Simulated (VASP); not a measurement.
# Cu (I4/mmm) in VASP: notebook

Cu is run at these levels: LDA; tasks: single point.

All numbers are computed with VASP 6.6.1; they aren't measurements. Logs are shortened: lines on timing, memory, paths and dates and some standing lists are left out, and cuts for length are marked.

**1. The cell of the first run**

Symmetry: I4/mmm, No. 139, tetragonal system. Conventional cell: a = 2.886 Å, b = 2.886 Å, c = 2.752 Å, α = 90.00°, β = 90.00°, γ = 90.00°. Cu (site symmetry 4/mmm) has 14 Cu at 2.46 to 2.89 Å within 3.2 Å.

**2. Single point, LDA, collinear spin**

File INCAR:

```
SYSTEM = Cu
  PREC = Accurate
  ENCUT = 600
  EDIFF = 1E-6
  ISMEAR = -1
  SIGMA = 0.05
  LREAL = .FALSE.
  LASPH = .TRUE.
  NELM = 200
  ALGO = Normal
  ISIF = 2
  LWAVE = .FALSE.
  LCHARG = .FALSE.
  ISPIN = 2
  MAGMOM = 0.1
  LORBIT = 11
  NUPDOWN = 0.1
  LMAXMIX = 4
  GGA = CA
  NBANDS = 16
  GGA_COMPAT = .FALSE.
```

File KPOINTS:

```
Automatic mesh
0
G
  14 14 14
  0 0 0
```

File POSCAR:

```
Cu
1.0
   -1.4427933200      1.4427933200      1.3760814500
    1.4427933200     -1.4427933200      1.3760814500
    1.4427933200      1.4427933200     -1.3760814500
Cu
1
Direct
    0.0000000000      0.0000000000      0.0000000000
```

Potentials or basis: VASP PAW LDA potentials, release 64 (Cu).

Started as:

```
$ cat potpaw_LDA.64/Cu/POTCAR > POTCAR
$ mpirun -np 1 vasp_std > vasp.out
```

OUTCAR:

```text
SYSTEM = Cu
   PREC = Accurate
   ENCUT = 600
   EDIFF = 1E-6
   ISMEAR = -1
   LREAL = .FALSE.
   LASPH = .TRUE.
   NELM = 200
   ISIF = 2
   ISPIN = 2
   LORBIT = 11
   NUPDOWN = 0.1
   GGA = CA

 ion  position               nearest neighbor table
   1  0.000  0.000  0.000-

  LATTYP: Found a body centered tetragonal cell.
 ALAT       =     2.8855866400
 C/A-ratio  =     0.9537620052

  Lattice vectors:

 A1 = (  -1.4427933200,   1.4427933200,   1.3760814500)
 A2 = (   1.4427933200,  -1.4427933200,   1.3760814500)
 A3 = (   1.4427933200,   1.4427933200,  -1.3760814500)

Analysis of symmetry for initial positions (statically):
=====================================================================
 Subroutine PRICEL returns:
 Original cell was already a primitive cell.

 Routine SETGRP: Setting up the symmetry group for a
 body centered tetragonal supercell.

 Subroutine GETGRP returns: Found 16 space group operations
 (whereof 16 operations were pure point group operations)
 out of a pool of 16 trial point group operations.

The static configuration has the point symmetry D_4h.

Analysis of symmetry for dynamics (positions and initial velocities):
=====================================================================
 Subroutine PRICEL returns:
 Original cell was already a primitive cell.

 Routine SETGRP: Setting up the symmetry group for a
 body centered tetragonal supercell.

 Subroutine GETGRP returns: Found 16 space group operations
 (whereof 16 operations were pure point group operations)
 out of a pool of 16 trial point group operations.

The dynamic configuration has the point symmetry D_4h.

Analysis of structural, dynamic, and magnetic symmetry:
=====================================================================
 Subroutine PRICEL returns:
 Original cell was already a primitive cell.

 Routine SETGRP: Setting up the symmetry group for a
 body centered tetragonal supercell.

 Subroutine GETGRP returns: Found 16 space group operations
 (whereof 16 operations were pure point group operations)
 out of a pool of 16 trial point group operations.

The overall configuration has the point symmetry D_4h.

 Subroutine INISYM returns: Found 16 space group operations
 (whereof 16 operations are pure point group operations),
 and found     1 'primitive' translations

----------------------------------------------------------------------------------------

                                     Primitive cell

  volume of cell :      11.4581

  direct lattice vectors                    reciprocal lattice vectors
    -1.442793320  1.442793320  1.376081450     0.000000000  0.346549983  0.363350585
     1.442793320 -1.442793320  1.376081450     0.346549983  0.000000000  0.363350585
     1.442793320  1.442793320 -1.376081450     0.346549983  0.346549983  0.000000000

  length of vectors
     2.461078074  2.461078074  2.461078074     0.502116060  0.502116060  0.490095685

  position of ions in fractional coordinates (direct lattice)
     0.000000000  0.000000000  0.000000000

  ion indices of the primitive-cell ions
   primitive index   ion index
                 1           1

----------------------------------------------------------------------------------------

 KPOINTS: Automatic mesh

Automatic generation of k-mesh.
 Grid dimensions read from file:
 generate k-points for:   14   14   14

 Generating k-lattice:

  Cartesian coordinates                     Fractional coordinates (reciprocal lattice)
     0.000000000  0.024753570  0.025953613     0.071428571 -0.000000000  0.000000000
     0.024753570  0.000000000  0.025953613    -0.000000000  0.071428571  0.000000000
     0.024753570  0.024753570  0.000000000     0.000000000  0.000000000  0.071428571

  Length of vectors
     0.035865433  0.035865433  0.035006835

  Shift w.r.t. Gamma in fractional coordinates (k-lattice)
     0.000000000  0.000000000  0.000000000

 Subroutine IBZKPT returns following result:
 ===========================================

 Found    244 irreducible k-points:

 Following reciprocal coordinates:
            Coordinates               Weight
  0.000000  0.000000  0.000000      1.000000
  0.071429  0.000000 -0.000000      8.000000
  0.142857  0.000000 -0.000000      8.000000
  0.214286  0.000000 -0.000000      8.000000
  0.285714  0.000000  0.000000      8.000000
  0.357143  0.000000 -0.000000      8.000000
[... 16 lines left out ...]
  0.214286  0.142857 -0.000000     16.000000
  0.285714  0.142857 -0.000000     16.000000
 [... further k-points ...]
   k-points           NKPTS =    244   k-points in BZ     NKDIM =    244   number of bands    NBANDS=     16
   number of dos      NEDOS =    301   number of ions     NIONS =      1
   total plane-waves  NPLWV =   8000
   dimension x,y,z NGX =    20 NGY =   20 NGZ =   20
   dimension x,y,z NGXF=    40 NGYF=   40 NGZF=   40
   ions per type =               1
   NGX,Y,Z   is equivalent  to a cutoff of  13.51, 13.51, 13.51 a.u.
   NGXF,Y,Z  is equivalent  to a cutoff of  27.02, 27.02, 27.02 a.u.
 SYSTEM =  Cu
   PREC   = accura    normal or accurate (medium, high low for compatibility)
   ISTART =      0    job   : 0-new  1-cont  2-samecut
   ICHARG =      2    charge: 1-file 2-atom 10-const
   ISPIN  =      2    spin polarized calculation?
   LNONCOLLINEAR =      F non collinear calculations
   LSORBIT =      F    spin-orbit coupling
   LASPH  =      T    aspherical Exc in radial PAW
   ENCUT  =  600.0 eV  44.10 Ry    6.64 a.u.   4.92  4.92  4.92*2*pi/ulx,y,z
   NELM   =    200;   NELMIN=  2; NELMDL= -5     # of ELM steps
   EDIFF  = 0.1E-05   stopping-criterion for ELM
   LREAL  =      F    real-space projection
   EDIFFG = 0.1E-04   stopping-criterion for IOM
   NSW    =      0    number of steps for IOM
   IBRION =     -1    ionic relax: 0-MD 1-quasi-New 2-CG
   NFREE  =      0    steps in history (QN), initial steepest desc. (CG)
   ISIF   =      2    stress and relaxation
   ISYM   =      2    0-nonsym 1-usesym 2-fastsym
   POTIM  = 0.5000    time-step for ionic-motion
   TEBEG  =    0.0;   TEEND  =   0.0 temperature during run
   PSTRESS=    0.0 pullay stress
   NELECT =      11.0000    total number of electrons
   NUPDOWN=       0.1000    fix difference up-down
   EMIN   =  10.00;   EMAX   =-10.00  energy-range for DOS
   EFERMI =   0.00;   METHOD = LEGACY
   ISMEAR =    -1;   SIGMA  =   0.05  broadening in eV -4-tet -1-fermi 0-gaus
   EFERMI_NEDOS =   21; number of points for ismear=-14 and -15
   IALGO  =     38    algorithm
   IMIX   =      4    mixing-type and parameters
     AMIX     =   0.40;   BMIX     =  1.00
     AMIX_MAG =   1.60;   BMIX_MAG =  1.00
  volume/ion in A,a.u.               =      11.46        77.32
  Fermi-wavevector in a.u.,A,eV,Ry     =   1.614984  3.051878 35.486359  2.608174
  Thomas-Fermi vector in A             =   2.709805
   LORBIT       =     11    0 simple, 1 ext, 2 COOP (PROOUT), +10 PAW based schemes
   GGA     = CA    functional components
   LHFCALC =     F    Hartree Fock is set to
   AEXX    =    0.0000 exact exchange contribution
   IVDW    =     0    specifies the selected vdW correction
   LEPSILON=     F    determine dielectric tensor
   LRPA    =     F    only Hartree local field effects (RPA)
 spin polarized calculation
  energy-cutoff  :      600.00
  volume of cell :       11.46
 maximum number of plane-waves:       400
   NGX =  9   NGY =  9   NGZ =  9

 number of electron      11.0000000 magnetization       0.1000000

 Free energy of the ion-electron system (eV)
  ---------------------------------------------------
  ext. energy  EPLUGINS =         0.00000000
  ---------------------------------------------------
  free energy    TOTEN  =        -4.64395794 eV

  energy without entropy =       -4.64107012  energy(sigma->0) =       -4.64251403

 E-fermi :   7.5594     XC(G=0): -13.2821

 val. band max:        7.9231718618   @ k =   0.3571   0.1429  -0.0000
 cond. band min:       7.5641795625   @ k =   0.5000   0.3571   0.0714
 fundamental gap:     -0.3589922993
 Fermi energy:         7.9401869639

 spin component 1

 k-point     1 :       0.0000    0.0000    0.0000
  band No.  band energies     occupation
      1      -1.8856      1.00000
      2       4.3129      1.00000
      3       4.5105      1.00000
      4       4.5105      1.00000
      5       5.4034      1.00000
      6       5.6151      1.00000
[... 8 lines left out ...]
     15      37.7375      0.00000
     16      38.5663      0.00000

 k-point     2 :       0.0714    0.0000   -0.0000
  band No.  band energies     occupation
      1      -1.6813      1.00000
      2       4.3201      1.00000
      3       4.5052      1.00000
      4       4.5422      1.00000
      5       5.4036      1.00000
      6       5.5858      1.00000
[... 8 lines left out ...]
     15      39.6861      0.00000
     16      40.3970      0.00000
[... 387 lines left out ...]
      5       5.6952      1.00000
      6       5.9282      1.00000
[... 8 lines left out ...]
     15      49.1825      0.00000
     16      51.5372      0.00000

 k-point    24 :       0.2857    0.1429   -0.0000
  band No.  band energies     occupation
      1       2.4078      1.00000
      2       3.8033      1.00000
      3       4.3805      1.00000
      4       5.3778      1.00000
      5       5.7831      1.00000
      6       6.7120      1.00000
[... 8 lines left out ...]
     15      50.5279      0.00000
     16      53.6905      0.00000

 [... further k-points ...]

 spin component 2

 k-point     1 :       0.0000    0.0000    0.0000
  band No.  band energies     occupation
      1      -1.8168      1.00000
      2       4.3774      1.00000
      3       4.5753      1.00000
      4       4.5753      1.00000
      5       5.4605      1.00000
      6       5.6711      1.00000
[... 8 lines left out ...]
     15      37.8127      0.00000
     16      38.6356      0.00000

 k-point     2 :       0.0714    0.0000   -0.0000
  band No.  band energies     occupation
      1      -1.6126      1.00000
      2       4.3847      1.00000
      3       4.5700      1.00000
      4       4.6070      1.00000
      5       5.4607      1.00000
      6       5.6419      1.00000
[... 8 lines left out ...]
     15      39.7550      0.00000
     16      40.4638      0.00000
[... 387 lines left out ...]
      5       5.7541      1.00000
      6       5.9924      1.00000
[... 8 lines left out ...]
     15      49.2497      0.00000
     16      51.6064      0.00000

 k-point    24 :       0.2857    0.1429   -0.0000
  band No.  band energies     occupation
      1       2.4739      1.00000
      2       3.8678      1.00000
      3       4.4450      1.00000
      4       5.4367      1.00000
      5       5.8418      1.00000
      6       6.7778      1.00000
[... 8 lines left out ...]
     15      50.5965      0.00000
     16      53.7578      0.00000

 [... further k-points ...]
[... 5 lines left out ...]
  --------------------------------------------------------------------------------------
  -------------------------------------------------------------------------------------
  Total       -0.4775591     -0.4775591     -0.5054826      0.0000000     -0.0000000      0.0000000
  in kB      -66.7767552    -66.7767552    -70.6812791      0.0000000     -0.0000000      0.0000000
  external PRESSURE =     -68.0782632 kB  Pullay stress =       0.0000000 kB

 VOLUME and BASIS-vectors are now :
 -----------------------------------------------------------------------------
  energy-cutoff  :      600.00
  volume of cell :       11.46
      direct lattice vectors                 reciprocal lattice vectors
    -1.442793320  1.442793320  1.376081450     0.000000000  0.346549983  0.363350585
     1.442793320 -1.442793320  1.376081450     0.346549983  0.000000000  0.363350585
     1.442793320  1.442793320 -1.376081450     0.346549983  0.346549983  0.000000000

 POSITION                                       TOTAL-FORCE (eV/Angst)
 -----------------------------------------------------------------------------------
      0.00000      0.00000      0.00000         0.000000      0.000000     -0.000000
 -----------------------------------------------------------------------------------
    total drift:                                0.000000      0.000000      0.000000

  FREE ENERGIE OF THE ION-ELECTRON SYSTEM (eV)
  ---------------------------------------------------
  free  energy   TOTEN  =        -4.6439579431 eV

  energy  without entropy=       -4.6410701217  energy(sigma->0) =       -4.64251403

 total charge

# of ion       s       p       d       tot
------------------------------------------
    1        0.461   0.406   9.181  10.048

 magnetization (x)

# of ion       s       p       d       tot
------------------------------------------
    1        0.010   0.021   0.050   0.081
```

Run time: 1.7 min. Hardware: 1 thread of Intel Xeon 8259CL, shared host; peak memory 0.19 GiB.

What came out:

| Property | Result |
| --- | --- |
| Free energy | -4.6440 eV |
| Pressure | -6.8 GPa |
| Net moment | 0.10 μB per cell |
| Site moments | Cu +0.08 μB |
| Valence electrons inside the program's atomic spheres | Cu 10.05 |

Stress tensor (GPa, compression positive):
```
-6.68  0.00  0.00
 0.00 -6.68  0.00
 0.00  0.00 -7.07
```

Caveat: the cell stands under tension; the total moment is fixed, so each spin has its own Fermi level.

**3. Single point, LDA, collinear spin**

File INCAR:

```
  PREC = Accurate
  ENCUT = 600
  EDIFF = 1E-6
  ISMEAR = -1
  SIGMA = 0.05
  LREAL = False
  LASPH = True
  NELM = 200
  ALGO = Normal
  ISIF = 2
  LWAVE = False
  LCHARG = False
  ISPIN = 2
  MAGMOM = 0.2
  LORBIT = 11
  NUPDOWN = 0.2
  LMAXMIX = 4
  GGA = CA
  NBANDS = 16
  GGA_COMPAT = False
```

File KPOINTS:

```
Automatic mesh
0
Gamma
  14 14 14
```

POSCAR is that of step 2.

Potentials or basis: VASP PAW LDA potentials, release 64 (Cu).

Started as:

```
$ cat potpaw_LDA.64/Cu/POTCAR > POTCAR
$ mpirun -np 1 vasp_std > vasp.out
```

Wall time 2.1 min (1 thread of Intel Xeon 8259CL, shared host); peak memory 0.19 GiB.

It converged, with:

- Free energy: -4.6040 eV
- Pressure: -6.3 GPa
- Net moment: 0.20 μB per cell
- Site moments: Cu +0.16 μB
- Valence electrons inside the program's atomic spheres: Cu 10.05

Stress tensor (GPa, compression positive):
```
-6.41  0.00  0.00
 0.00 -6.41  0.00
 0.00  0.00 -6.16
```

Caveat: the cell stands under tension; the total moment is fixed, so each spin has its own Fermi level.

[end of part 1 of 2]
